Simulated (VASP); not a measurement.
# Ir (P6_3/mmc) in VASP: further runs

The runs below take Ir through single point, with r2SCAN.

All numbers are computed with VASP 6.6.1; they aren't measurements. Logs are shortened: lines on timing, memory, paths and dates and some standing lists are left out, and cuts for length are marked.

### Step 1. The cell of the first run

Symmetry: P6_3/mmc, No. 194, hexagonal system. Conventional cell: a = 2.751 Å, b = 2.751 Å, c = 4.462 Å, α = 90.00°, β = 90.00°, γ = 120.00°. Within 3.6 Å of Ir (site symmetry -6m2) lie 12 Ir at 2.74 to 2.75 Å.

This isn't the form of Ir at room conditions, which is fcc.

### Step 2. Single point, r2SCAN

POSCAR

```
Ir
1.0
    2.7513778946      0.0000000000      0.0000000000
   -1.3756889473      2.3827631521      0.0000000000
    0.0000000000      0.0000000000      4.4622900000
Ir
2
Direct
    0.6666666667      0.3333333333      0.7500000000
    0.3333333333      0.6666666667      0.2500000000
```

INCAR.step1

```
  PREC = Accurate
  ENCUT = 620
  ISMEAR = -1
  SIGMA = 0.08
  LREAL = F
  LASPH = T
  NELM = 120
  NBANDS = 24
  GGA = PE
  ALGO = Normal
  EDIFF = 1E-5
  LWAVE = T
  LCHARG = F
  GGA_COMPAT = F
```

INCAR.step2

```
  PREC = Accurate
  ENCUT = 620
  EDIFF = 1E-6
  ISMEAR = -1
  SIGMA = 0.08
  LREAL = F
  LASPH = T
  NELM = 120
  ALGO = Normal
  ISIF = 2
  LWAVE = F
  LCHARG = F
  METAGGA = R2SCAN
  LMIXTAU = T
  NBANDS = 24
  ISTART = 1
  GGA_COMPAT = F
```

KPOINTS

```
regular mesh
0
Gamma
  14 14 8
```

Potentials or basis: VASP PAW PBE potentials, release 64 (Ir_sv_GW).

Started as:

```sh
cat potpaw_PBE.64/Ir_sv_GW/POTCAR > POTCAR
cp INCAR.step1 INCAR
mpirun -np 1 vasp_std > vasp.out
cp INCAR.step2 INCAR
mpirun -np 1 vasp_std > vasp.out
```

OUTCAR:

```text
PREC = Accurate
   ENCUT = 620
   EDIFF = 1E-6
   ISMEAR = -1
   LREAL = F
   LASPH = T
   NELM = 120
   ISIF = 2
   METAGGA = R2SCAN
   ISTART = 1

 ion  position               nearest neighbor table
   1  0.667  0.333  0.750-   2 2.74   2 2.74   2 2.74   2 2.74   2 2.74   2 2.74
   2  0.333  0.667  0.250-   1 2.74   1 2.74   1 2.74   1 2.74   1 2.74   1 2.74

  LATTYP: Found a hexagonal cell.
 ALAT       =     2.7513778946
 C/A-ratio  =     1.6218382828

  Lattice vectors:

 A1 = (   2.7513778946,   0.0000000000,   0.0000000000)
 A2 = (  -1.3756889473,   2.3827631521,   0.0000000000)
 A3 = (   0.0000000000,   0.0000000000,   4.4622900000)

Analysis of symmetry for initial positions (statically):
=====================================================================
 Subroutine PRICEL returns:
 Original cell was already a primitive cell.

 Routine SETGRP: Setting up the symmetry group for a
 hexagonal supercell.

 Subroutine GETGRP returns: Found 24 space group operations
 (whereof 12 operations were pure point group operations)
 out of a pool of 24 trial point group operations.

The static configuration has the point symmetry D_3d.
 The point group associated with its full space group is D_6h.

Analysis of symmetry for dynamics (positions and initial velocities):
=====================================================================
 Subroutine PRICEL returns:
 Original cell was already a primitive cell.

 Routine SETGRP: Setting up the symmetry group for a
 hexagonal supercell.

 Subroutine GETGRP returns: Found 24 space group operations
 (whereof 12 operations were pure point group operations)
 out of a pool of 24 trial point group operations.

The dynamic configuration has the point symmetry D_3d.
 The point group associated with its full space group is D_6h.

 Subroutine INISYM returns: Found 24 space group operations
 (whereof 12 operations are pure point group operations),
 and found     1 'primitive' translations

----------------------------------------------------------------------------------------

                                     Primitive cell

  volume of cell :      29.2542

  direct lattice vectors                    reciprocal lattice vectors
     2.751377895  0.000000000  0.000000000     0.363454254  0.209840411  0.000000000
    -1.375688947  2.382763152  0.000000000     0.000000000  0.419680823  0.000000000
[... 80 lines left out ...]
   LNONCOLLINEAR =      F non collinear calculations
   LSORBIT =      F    spin-orbit coupling
   LASPH  =      T    aspherical Exc in radial PAW
   ENCUT  =  620.0 eV  45.57 Ry    6.75 a.u.   5.59  5.59  9.06*2*pi/ulx,y,z
   NELM   =    120;   NELMIN=  2; NELMDL=  0     # of ELM steps
   EDIFF  = 0.1E-05   stopping-criterion for ELM
   LREAL  =      F    real-space projection
   EDIFFG = 0.1E-04   stopping-criterion for IOM
   NSW    =      0    number of steps for IOM
   IBRION =     -1    ionic relax: 0-MD 1-quasi-New 2-CG
   NFREE  =      0    steps in history (QN), initial steepest desc. (CG)
   ISIF   =      2    stress and relaxation
   ISYM   =      2    0-nonsym 1-usesym 2-fastsym
   POTIM  = 0.5000    time-step for ionic-motion
   TEBEG  =    0.0;   TEEND  =   0.0 temperature during run
   PSTRESS=    0.0 pullay stress
   NELECT =      34.0000    total number of electrons
   NUPDOWN=      -1.0000    fix difference up-down
   EMIN   =  10.00;   EMAX   =-10.00  energy-range for DOS
   EFERMI =   0.00;   METHOD = LEGACY
   ISMEAR =    -1;   SIGMA  =   0.08  broadening in eV -4-tet -1-fermi 0-gaus
   EFERMI_NEDOS =   21; number of points for ismear=-14 and -15
   IALGO  =     38    algorithm
   IMIX   =      4    mixing-type and parameters
     AMIX     =   0.40;   BMIX     =  1.00
     AMIX_MAG =   1.60;   BMIX_MAG =  1.00
  volume/ion in A,a.u.               =      14.63        98.71
  Fermi-wavevector in a.u.,A,eV,Ry     =   1.721227  3.252648 40.308928  2.962623
  Thomas-Fermi vector in A             =   2.797519
   LORBIT       =      0    0 simple, 1 ext, 2 COOP (PROOUT), +10 PAW based schemes
   METAGGA = R2SCAN    functional components
   LHFCALC =     F    Hartree Fock is set to
   AEXX    =    0.0000 exact exchange contribution
   IVDW    =     0    specifies the selected vdW correction
   LEPSILON=     F    determine dielectric tensor
   LRPA    =     F    only Hartree local field effects (RPA)
 non-spin polarized calculation
  energy-cutoff  :      620.00
  volume of cell :       29.25
 maximum number of plane-waves:      1049
 NGX is ok and might be reduce to    24
   NGX = 11   NGY = 11   NGZ = 19

 number of electron      34.0000000 magnetization

 Free energy of the ion-electron system (eV)
  ---------------------------------------------------
  ext. energy  EPLUGINS =         0.00000000
  ---------------------------------------------------
  free energy    TOTEN  =      -105.63650451 eV

  energy without entropy =     -105.58489734  energy(sigma->0) =     -105.61070092

 E-fermi :  12.1464     XC(G=0): -15.6584

 val. band max:       12.1399823107   @ k =   0.2857   0.2857   0.1250
 cond. band min:      12.1471882706   @ k =   0.3571   0.0714   0.2500
 fundamental gap:      0.0072059599
 Fermi energy:        12.1463980600

 k-point     1 :       0.0000    0.0000    0.0000
  band No.  band energies     occupation
      1     -82.8963      2.00000
      2     -82.8299      2.00000
      3     -39.5084      2.00000
      4     -38.8407      2.00000
      5     -38.8406      2.00000
      6     -38.7429      2.00000
[... 637 lines left out ...]
     23      25.8165      0.00000
     24      25.9462      0.00000

 [... further k-points ...]

------------------------ aborting loop because EDIFF is reached ----------------------------------------

  FORCE on cell =-STRESS in cart. coord.  units (eV):
  Direction    XX          YY          ZZ          XY          YZ          ZX
  --------------------------------------------------------------------------------------
  -------------------------------------------------------------------------------------
  Total       -2.0071919     -2.0071919     -2.1456285     -0.0000000      0.0000000      0.0000000
  in kB     -109.9285665   -109.9285665   -117.5103726     -0.0000000      0.0000000      0.0000000
  external PRESSURE =    -112.4558352 kB  Pullay stress =       0.0000000 kB

 VOLUME and BASIS-vectors are now :
 -----------------------------------------------------------------------------
  energy-cutoff  :      620.00
  volume of cell :       29.25
      direct lattice vectors                 reciprocal lattice vectors
     2.751377895  0.000000000  0.000000000     0.363454254  0.209840411  0.000000000
    -1.375688947  2.382763152  0.000000000     0.000000000  0.419680823  0.000000000
     0.000000000  0.000000000  4.462290000     0.000000000  0.000000000  0.224100182

 POSITION                                       TOTAL-FORCE (eV/Angst)
 -----------------------------------------------------------------------------------
      1.37569      0.79425      3.34672        -0.000000     -0.000000      0.000000
     -0.00000      1.58851      1.11557         0.000000      0.000000      0.000000
 -----------------------------------------------------------------------------------
    total drift:                                0.000000     -0.000000      0.000000

  FREE ENERGIE OF THE ION-ELECTRON SYSTEM (eV)
  ---------------------------------------------------
  free  energy   TOTEN  =      -105.6365045076 eV

  energy  without entropy=     -105.5848973365  energy(sigma->0) =     -105.61070092
```

OUTCAR.step1:

```text
PREC = Accurate
   ENCUT = 620
   ISMEAR = -1
   LREAL = F
   LASPH = T
   NELM = 120
[... 870 lines left out ...]
 -----------------------------------------------------------------------------------
      1.37569      0.79425      3.34672         0.000000     -0.000000      0.000000
     -0.00000      1.58851      1.11557        -0.000000      0.000000      0.000000
 -----------------------------------------------------------------------------------
    total drift:                                0.000000     -0.000000      0.000000

  FREE ENERGIE OF THE ION-ELECTRON SYSTEM (eV)
  ---------------------------------------------------
  free  energy   TOTEN  =       -18.7139582516 eV

  energy  without entropy=      -18.6604978313  energy(sigma->0) =      -18.68722804
```

OSZICAR.step1:

```text
N       E                     dE             d eps       ncg     rms          rms(c)
DAV:   1     0.389650964783E+03    0.38965E+03   -0.27548E+04  6000   0.176E+03
DAV:   2    -0.955473669900E+01   -0.39921E+03   -0.38761E+03  7016   0.542E+02
DAV:   3    -0.209072783725E+02   -0.11353E+02   -0.11276E+02  6760   0.905E+01
DAV:   4    -0.209567211051E+02   -0.49443E-01   -0.49421E-01  6536   0.651E+00
DAV:   5    -0.209569200970E+02   -0.19899E-03   -0.19893E-03  6920   0.381E-01    0.951E+01
DAV:   6    -0.189007322822E+02    0.20562E+01   -0.36875E+00  6232   0.149E+01    0.490E+01
DAV:   7    -0.187518098346E+02    0.14892E+00   -0.11217E+00  7064   0.769E+00    0.991E+00
DAV:   8    -0.187149735442E+02    0.36836E-01   -0.15017E-01  6088   0.363E+00    0.143E+00
DAV:   9    -0.187142716196E+02    0.70192E-03   -0.22717E-03  7072   0.400E-01    0.751E-01
DAV:  10    -0.187139539045E+02    0.31772E-03   -0.46404E-04  6312   0.261E-01    0.404E-01
DAV:  11    -0.187139582516E+02   -0.43471E-05   -0.74638E-06  4416   0.290E-02
   1 F= -.18713958E+02 E0= -.18687228E+02  d E =-.534604E-01
```

Wall time 3.5 min (1 thread of Intel Xeon Platinum 8259CL at 2.50GHz (Skylake/Cascade Lake), shared host); peak memory 0.24 GiB.

Results:

| Item | Value |
| --- | --- |
| Free energy | -105.6365 eV |
| Pressure | -11.2 GPa |
| Band gap on the k mesh | zero (bands 17 and 18 overlap by 3.28 eV) |

Stress tensor (GPa, compression positive):
```
-10.99   0.00   0.00
  0.00 -10.99   0.00
  0.00   0.00 -11.75
```

Levels at points of the mesh, in eV from the Fermi level:
| k point | band 15 | band 16 | band 17 | band 18 | band 19 | band 20 |
| --- | --- | --- | --- | --- | --- | --- |
| (0.00, 0.00, 0.00) | -3.15 | -2.37 | -2.37 | -0.70 | 0.27 | 0.27 |
| (0.50, 0.00, 0.00) | -2.95 | 0.71 | 0.95 | 1.12 | 2.99 | 4.48 |
| (0.00, 0.00, 0.50) | -3.92 | -3.92 | -0.47 | -0.47 | -0.47 | -0.47 |
| (0.50, 0.00, 0.50) | -0.92 | -0.92 | 0.95 | 0.95 | 2.07 | 2.07 |

Caveat: the cell stands under tension; the PAW data sets were made with another functional, which shifts forces and pressure a little; spin-orbit coupling is left out, which moves the levels of the heavy elements.

(Continued in part 2 of 2.)
